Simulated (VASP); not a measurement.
Wanted: the native input for a VASP 6.6.1 run.

| Property | Result |
| --- | --- |
| Task | single point |
| Functional | PBE |
| Potentials or basis | VASP PAW PBE potentials, release 64 (Co, O) |
| Cutoff | 520 eV |
| k mesh | 7 × 4 × 7 |
| Occupations | gaussian, width 0.05 eV |
| Spin | collinear spin, antiferromagnetic start |
| Starting moments | [2.0, -2.0, 0.0, 0.0] μB |
| Dipole correction | no |
| Further INCAR settings | ALGO = Normal; EDIFF = 1e-06; NBANDS = 27 |

The structure of CoO lies in POSCAR:

```
CoO
1.0
    1.4281496200      2.4736276900      0.0000000000
   -4.2844488400      2.4736276900      0.0000000000
    0.0000000000      0.0000000000      2.7876065300
Co O
2 2
Direct
    0.0000000000      0.0000000000      0.0000000000
    0.5000000000      0.5000000000      0.0000000000
    0.5000000000      0.8333333333      0.5000000000
    0.0000000000      0.3333333333      0.5000000000
```

The input as run:

INCAR

```
SYSTEM = CoO
PREC = Accurate ; ENCUT = 520
EDIFF = 1E-6 ; ISMEAR = 0
SIGMA = 0.05 ; LREAL = .False.
LASPH = .True. ; NELM = 150
ALGO = Normal ; ISIF = 2
LWAVE = .False. ; LCHARG = .True.
ISPIN = 2 ; MAGMOM = 2 -2 0 0
LORBIT = 11 ; LMAXMIX = 4
GGA = PE ; LELF = .True.
LVHAR = .True. ; NBANDS = 27
```

KPOINTS

```
Automatic mesh
0
Gamma
  7 4 7
  0 0 0
```

Potentials or basis: VASP PAW PBE potentials, release 64 (Co, O).

Run with:

```bash
$ cat potpaw_PBE.64/Co/POTCAR potpaw_PBE.64/O/POTCAR > POTCAR
$ mpirun -np 1 vasp_std > vasp.out
```

It gave:

| Quantity | Value |
| --- | --- |
| Pressure | -8.6 GPa |
| Largest force | 0.050 eV/Å |
| Band gap on the k mesh | zero (filled and empty bands overlap) |
| Net moment | 0.00 μB per cell |
| Site moments | Co +2.35, -2.35; O +0.13, -0.13 μB |
| Valence electrons inside the program's atomic spheres | Co 7.79; O 4.94 |

Caveat: the cell stands under tension; semilocal functionals often make such compounds metallic where correlation or magnetic order opens a gap, which also shifts bond lengths.

Wall time 2.5 min on 1 thread of Intel Xeon 8259CL (shared host), peak memory 0.22 GiB.
